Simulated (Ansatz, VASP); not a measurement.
# One calculation of Si5Ge2, two programs

```
Si Ge
1.0
     5.07595    0.00000    0.00000
    -2.53798    4.39590    0.00000
     0.00000    0.00000    5.25048
Si Ge
5 2
Direct
  0.33333 0.66667 0.00000
  0.66667 0.33333 0.00000
  0.43776 0.00000 0.50000
  0.00000 0.43776 0.50000
  0.56224 0.56224 0.50000
  0.00000 0.00000 0.76284
  0.00000 0.00000 0.23716
```

Alike in both runs: functional PBE; k mesh 4 × 4 × 3; occupations gaussian, width 0.2 eV; no spin polarisation.

Ansatz relaxed the structure, and its values are those at the end. VASP's run is a single point on that final structure, the one shown.

|  | VASP | Ansatz |
| --- | --- | --- |
| version | VASP 6.6.1 | Ansatz 0.2.0 |
| potentials or method | VASP PAW PBE potentials, release 64 (Si, Ge_d), cutoff 500 eV | scalar-relativistic, plane waves, PAW |
| valence electrons in the cell | 48 | 48 |

|  | VASP | Ansatz | Ansatz less VASP |
| --- | --- | --- | --- |
| gap on the k mesh at the Fermi level (eV) | none | none | - |
| pressure (GPa) | -0.3 | -0.3 | +0.05 |
| rms of the force components (eV/Å) | 0.015 | 0.014 | -0.0008 |

A gap of «none» marks a metal or a gap that the smearing closes.

The k mesh is coarse, so the values compare programs but aren't converged.
